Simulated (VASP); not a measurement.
# Ba (Im-3m) in VASP: further runs

Aim: see how the results for Ba move with the level of theory and the settings. Levels: LDA, r2SCAN. Tasks: single point.

Program: VASP 6.6.1. These are calculated values, not measurements. Logs are shortened: lines on timing, memory, paths and dates and some standing lists are left out, and cuts for length are marked.

## (1) The cell of the first run

Symmetry: Im-3m, No. 229, cubic system. The conventional cell has a = 5.112 Å, b = 5.112 Å, c = 5.112 Å, α = 90.00°, β = 90.00°, γ = 90.00°. Ba (site symmetry m-3m) has 14 Ba at 4.43 to 5.11 Å within 5.8 Å.

## (2) Single point, LDA (strained)

File INCAR:

```
SYSTEM = Ba
PREC = Accurate
ENCUT = 520
EDIFF = 1E-7
ISMEAR = 0
SIGMA = 0.1
LREAL = .FALSE.
LASPH = .TRUE.
NELM = 80
ALGO = Fast
ISIF = 2
LWAVE = .FALSE.
LCHARG = .FALSE.
GGA = CA
NBANDS = 11
```

File KPOINTS:

```
regular mesh
0
G
  12 12 12
  0 0 0
```

File POSCAR:

```
Ba
1.0
   -2.5561750000      2.5561750000      2.5561750000
    2.5561750000     -2.5561750000      2.5561750000
    2.5561750000      2.5561750000     -2.5561750000
Ba
1
Direct
    0.0000000000      0.0000000000      0.0000000000
```

Potentials or basis: VASP PAW LDA potentials, release 64 (Ba_sv).

Command:

```bash
cat potpaw_LDA.64/Ba_sv/POTCAR > POTCAR
mpirun -np 1 vasp_std > vasp.out
```

OUTCAR:

```text
SYSTEM = Ba
   PREC = Accurate
   ENCUT = 520
   EDIFF = 1E-7
   ISMEAR = 0
   LREAL = .FALSE.
   LASPH = .TRUE.
   NELM = 80
   ISIF = 2
   GGA = CA

 ion  position               nearest neighbor table
   1  0.000  0.000  0.000-

  LATTYP: Found a body centered cubic cell.
 ALAT       =     5.1123500000

  Lattice vectors:

 A1 = (  -2.5561750000,   2.5561750000,   2.5561750000)
 A2 = (   2.5561750000,  -2.5561750000,   2.5561750000)
 A3 = (   2.5561750000,   2.5561750000,  -2.5561750000)

Analysis of symmetry for initial positions (statically):
=====================================================================
 Subroutine PRICEL returns:
 Original cell was already a primitive cell.

 Routine SETGRP: Setting up the symmetry group for a
 body centered cubic supercell.

 Subroutine GETGRP returns: Found 48 space group operations
 (whereof 48 operations were pure point group operations)
 out of a pool of 48 trial point group operations.

The static configuration has the point symmetry O_h .

Analysis of symmetry for dynamics (positions and initial velocities):
=====================================================================
 Subroutine PRICEL returns:
 Original cell was already a primitive cell.

 Routine SETGRP: Setting up the symmetry group for a
 body centered cubic supercell.

 Subroutine GETGRP returns: Found 48 space group operations
 (whereof 48 operations were pure point group operations)
 out of a pool of 48 trial point group operations.

The dynamic configuration has the point symmetry O_h .

 Subroutine INISYM returns: Found 48 space group operations
 (whereof 48 operations are pure point group operations),
 and found     1 'primitive' translations

----------------------------------------------------------------------------------------

                                     Primitive cell

  volume of cell :      66.8085

  direct lattice vectors                    reciprocal lattice vectors
    -2.556175000  2.556175000  2.556175000     0.000000000  0.195604761  0.195604761
     2.556175000 -2.556175000  2.556175000     0.195604761  0.000000000  0.195604761
     2.556175000  2.556175000 -2.556175000     0.195604761  0.195604761  0.000000000

  length of vectors
     4.427424973  4.427424973  4.427424973     0.276626906  0.276626906  0.276626906

  position of ions in fractional coordinates (direct lattice)
     0.000000000  0.000000000  0.000000000

  ion indices of the primitive-cell ions
[... 82 lines left out ...]
   POTIM  = 0.5000    time-step for ionic-motion
   TEBEG  =    0.0;   TEEND  =   0.0 temperature during run
   PSTRESS=    0.0 pullay stress
   NELECT =      10.0000    total number of electrons
   NUPDOWN=      -1.0000    fix difference up-down
   EMIN   =  10.00;   EMAX   =-10.00  energy-range for DOS
   EFERMI =   0.00;   METHOD = LEGACY
   ISMEAR =     0;   SIGMA  =   0.10  broadening in eV -4-tet -1-fermi 0-gaus
   EFERMI_NEDOS =   21; number of points for ismear=-14 and -15
   IALGO  =     68    algorithm
   IMIX   =      4    mixing-type and parameters
     AMIX     =   0.40;   BMIX     =  1.00
     AMIX_MAG =   1.60;   BMIX_MAG =  1.00
  volume/ion in A,a.u.               =      66.81       450.85
  Fermi-wavevector in a.u.,A,eV,Ry     =   0.869222  1.642592 10.279849  0.755548
  Thomas-Fermi vector in A             =   1.988014
   LORBIT       =      0    0 simple, 1 ext, 2 COOP (PROOUT), +10 PAW based schemes
   GGA     = CA    functional components
   LHFCALC =     F    Hartree Fock is set to
   AEXX    =    0.0000 exact exchange contribution
   IVDW    =     0    specifies the selected vdW correction
   LEPSILON=     F    determine dielectric tensor
   LRPA    =     F    only Hartree local field effects (RPA)
 non-spin polarized calculation
 RMM-DIIS sequential band-by-band and
 Gauss-broadening in eV      SIGMA  =   0.10
  energy-cutoff  :      520.00
  volume of cell :       66.81
 maximum number of plane-waves:      1865
 NGX is ok and might be reduce to    36
   NGX = 17   NGY = 17   NGZ = 17

 number of electron      10.0000000 magnetization

 number of electron       9.9999999 magnetization

 Free energy of the ion-electron system (eV)
  ---------------------------------------------------
  ext. energy  EPLUGINS =         0.00000000
  ---------------------------------------------------
  free energy    TOTEN  =        -2.18067259 eV

  energy without entropy =       -2.17431275  energy(sigma->0) =       -2.17749267

 E-fermi :   1.2411     XC(G=0):  -7.4281

 val. band max:        1.1834147341   @ k =  -0.4167  -0.4167   0.2500
 cond. band min:       1.2591501604   @ k =   0.3333   0.2500   0.0833
 fundamental gap:      0.0757354263
 Fermi energy:         1.2410980775

 k-point     1 :       0.0000    0.0000    0.0000
  band No.  band energies     occupation
      1     -27.6828      2.00000
      2     -12.6743      2.00000
      3     -12.6743      2.00000
      4     -12.6743      2.00000
      5      -1.4782      2.00000
      6       2.9259      0.00000
      7       2.9259      0.00000
      8       2.9259      0.00000
      9       4.2986      0.00000
     10       4.2986      0.00000
     11       8.0585      0.00000
[... 309 lines left out ...]
 k-point    24 :       0.4167    0.0833    0.0833
  band No.  band energies     occupation
      1     -27.6483      2.00000
      2     -13.0362      2.00000
      3     -12.8180      2.00000
      4     -12.7017      2.00000
      5       0.6214      2.00000
      6       1.8001      0.00000
      7       2.2396      0.00000
      8       4.3313      0.00000
      9       4.7966      0.00000
     10       6.3807      0.00000
     11       6.4084      0.00000

 [... further k-points ...]

------------------------ aborting loop because EDIFF is reached ----------------------------------------

  FORCE on cell =-STRESS in cart. coord.  units (eV):
  Direction    XX          YY          ZZ          XY          YZ          ZX
  --------------------------------------------------------------------------------------
  -------------------------------------------------------------------------------------
  Total       -0.6668963     -0.6668963     -0.6668963      0.0000000      0.0000000     -0.0000000
  in kB      -15.9932649    -15.9932649    -15.9932649      0.0000000      0.0000000     -0.0000000
  external PRESSURE =     -15.9932649 kB  Pullay stress =       0.0000000 kB

 VOLUME and BASIS-vectors are now :
 -----------------------------------------------------------------------------
  energy-cutoff  :      520.00
  volume of cell :       66.81
      direct lattice vectors                 reciprocal lattice vectors
    -2.556175000  2.556175000  2.556175000     0.000000000  0.195604761  0.195604761
     2.556175000 -2.556175000  2.556175000     0.195604761  0.000000000  0.195604761
     2.556175000  2.556175000 -2.556175000     0.195604761  0.195604761  0.000000000

 POSITION                                       TOTAL-FORCE (eV/Angst)
 -----------------------------------------------------------------------------------
      0.00000      0.00000      0.00000        -0.000000      0.000000     -0.000000
 -----------------------------------------------------------------------------------
    total drift:                               -0.000000      0.000000      0.000000

  FREE ENERGIE OF THE ION-ELECTRON SYSTEM (eV)
  ---------------------------------------------------
  free  energy   TOTEN  =        -2.1806725924 eV

  energy  without entropy=       -2.1743127532  energy(sigma->0) =       -2.17749267
```

stdout:

```text
POSCAR found type information on POSCAR Ba
 POSCAR found :  1 types and       1 ions
 scaLAPACK will be used
 LDA part: xc-table for (Slater(with rela. corr.)+CA(PZ))
 , standard interpolation
 POSCAR, INCAR and KPOINTS ok, starting setup
 FFT: planning ... GRIDC
 FFT: planning ... GRID_SOFT
 FFT: planning ... GRID
 WAVECAR not read
 entering main loop
WARNING in EDDRMM: call to ZHEGV failed, returncode =   6  3      9
```

Wall time 21 s (1 thread of Intel Xeon Platinum 8481C at 2.70GHz (Sapphire Rapids), shared host); peak memory 0.2 GiB.

Results:

* Free energy: -2.1807 eV
* Pressure: -1.6 GPa
* Band gap on the k mesh: zero (bands 5 and 6 overlap by 0.93 eV)

Levels at points of the mesh, in eV from the Fermi level:
| k point | band 3 | band 4 | band 5 | band 6 | band 7 | band 8 |
| --- | --- | --- | --- | --- | --- | --- |
| (0.00, 0.00, 0.00) | -13.92 | -13.92 | -2.72 | 1.68 | 1.68 | 1.68 |
| (0.50, 0.00, 0.00) | -14.04 | -13.92 | -0.88 | 0.64 | 1.16 | 2.97 |
| (0.50, 0.50, 0.50) | -14.19 | -14.19 | -0.46 | -0.46 | 4.09 | 4.09 |

Caveat: the cell differs from its parent crystal (strained); spin-orbit coupling is left out, which moves the levels of the heavy elements.

## (3) Single point, r2SCAN (strained)

File POSCAR:

```
Ba
1.0
   -2.6041500000      2.6041500000      2.6041500000
    2.6041500000     -2.6041500000      2.6041500000
    2.6041500000      2.6041500000     -2.6041500000
Ba
1
Direct
    0.0000000000      0.0000000000      0.0000000000
```

File INCAR.step1:

```
PREC = Accurate ; ENCUT = 520
ISMEAR = 0 ; SIGMA = 0.1
LREAL = False ; LASPH = True
NELM = 80 ; NBANDS = 11
GGA = PE ; ALGO = Normal
EDIFF = 1E-4 ; LWAVE = True
LCHARG = False
```

File INCAR.step2:

```
PREC = Accurate ; ENCUT = 520
EDIFF = 1E-6 ; ISMEAR = 0
SIGMA = 0.1 ; LREAL = False
LASPH = True ; NELM = 80
ALGO = Normal ; ISIF = 2
LWAVE = False ; LCHARG = True
METAGGA = R2SCAN ; LMIXTAU = True
LELF = True ; LVHAR = True
NBANDS = 11 ; ISTART = 1
```

File KPOINTS:

```
regular mesh
0
Gamma
  12 12 12
```

Potentials or basis: VASP PAW PBE potentials, release 64 (Ba_sv).

Command:

```bash
cat potpaw_PBE.64/Ba_sv/POTCAR > POTCAR
cp INCAR.step1 INCAR
mpirun -np 1 vasp_std > vasp.out
cp INCAR.step2 INCAR
mpirun -np 1 vasp_std > vasp.out
```

OUTCAR:

```text
PREC = Accurate
   ENCUT = 520
   EDIFF = 1E-6
   ISMEAR = 0
   LREAL = False
   LASPH = True
   NELM = 80
   ISIF = 2
   METAGGA = R2SCAN
   ISTART = 1

 ion  position               nearest neighbor table
   1  0.000  0.000  0.000-

  LATTYP: Found a body centered cubic cell.
 ALAT       =     5.2083000000

  Lattice vectors:

 A1 = (  -2.6041500000,   2.6041500000,   2.6041500000)
 A2 = (   2.6041500000,  -2.6041500000,   2.6041500000)
 A3 = (   2.6041500000,   2.6041500000,  -2.6041500000)

Analysis of symmetry for initial positions (statically):
=====================================================================
 Subroutine PRICEL returns:
 Original cell was already a primitive cell.

 Routine SETGRP: Setting up the symmetry group for a
 body centered cubic supercell.

 Subroutine GETGRP returns: Found 48 space group operations
 (whereof 48 operations were pure point group operations)
 out of a pool of 48 trial point group operations.

The static configuration has the point symmetry O_h .

Analysis of symmetry for dynamics (positions and initial velocities):
[... 163 lines left out ...]
 Fermi energy:         1.3525936659

 k-point     1 :       0.0000    0.0000    0.0000
  band No.  band energies     occupation
      1     -28.7655      2.00000
      2     -13.3469      2.00000
      3     -13.3469      2.00000
      4     -13.3469      2.00000
      5      -1.4674      2.00000
      6       3.3614      0.00000
      7       3.3614      0.00000
      8       3.3614      0.00000
      9       4.5888      0.00000
     10       4.5888      0.00000
     11       8.3110      0.00000
[... 309 lines left out ...]
 k-point    24 :       0.4167    0.0833    0.0833
  band No.  band energies     occupation
      1     -28.7369      2.00000
      2     -13.6516      2.00000
      3     -13.4654      2.00000
      4     -13.3705      2.00000
      5       0.8011      2.00000
      6       2.1191      0.00000
      7       2.1362      0.00000
      8       4.6978      0.00000
      9       5.1219      0.00000
     10       6.5905      0.00000
     11       6.8644      0.00000

 [... further k-points ...]

------------------------ aborting loop because EDIFF is reached ----------------------------------------

  FORCE on cell =-STRESS in cart. coord.  units (eV):
  Direction    XX          YY          ZZ          XY          YZ          ZX
  --------------------------------------------------------------------------------------
  -------------------------------------------------------------------------------------
  Total       -0.2508831     -0.2508831     -0.2508831      0.0000000      0.0000000     -0.0000000
  in kB       -5.6901548     -5.6901548     -5.6901548      0.0000000      0.0000000     -0.0000000
  external PRESSURE =      -5.6901548 kB  Pullay stress =       0.0000000 kB

 VOLUME and BASIS-vectors are now :
 -----------------------------------------------------------------------------
  energy-cutoff  :      520.00
  volume of cell :       70.64
      direct lattice vectors                 reciprocal lattice vectors
    -2.604150000  2.604150000  2.604150000     0.000000000  0.192001229  0.192001229
     2.604150000 -2.604150000  2.604150000     0.192001229  0.000000000  0.192001229
     2.604150000  2.604150000 -2.604150000     0.192001229  0.192001229  0.000000000

 POSITION                                       TOTAL-FORCE (eV/Angst)
 -----------------------------------------------------------------------------------
      0.00000      0.00000      0.00000         0.000000     -0.000000      0.000000
 -----------------------------------------------------------------------------------
    total drift:                               -0.000000      0.000000      0.000000

  FREE ENERGIE OF THE ION-ELECTRON SYSTEM (eV)
  ---------------------------------------------------
  free  energy   TOTEN  =       -26.4267621888 eV

  energy  without entropy=      -26.4216162290  energy(sigma->0) =      -26.42418921
```

It took 78 s on 1 thread of Intel Xeon Platinum 8481C at 2.70GHz (Sapphire Rapids), shared host; peak memory 0.24 GiB.

What came out:

| Item | Value |
| --- | --- |
| Free energy | -26.4268 eV |
| Pressure | -0.6 GPa |
| Band gap on the k mesh | zero (bands 5 and 6 overlap by 0.93 eV) |

Caveat: the cell differs from its parent crystal (strained); the PAW data sets were made with another functional, which shifts forces and pressure a little; spin-orbit coupling is left out, which moves the levels of the heavy elements.
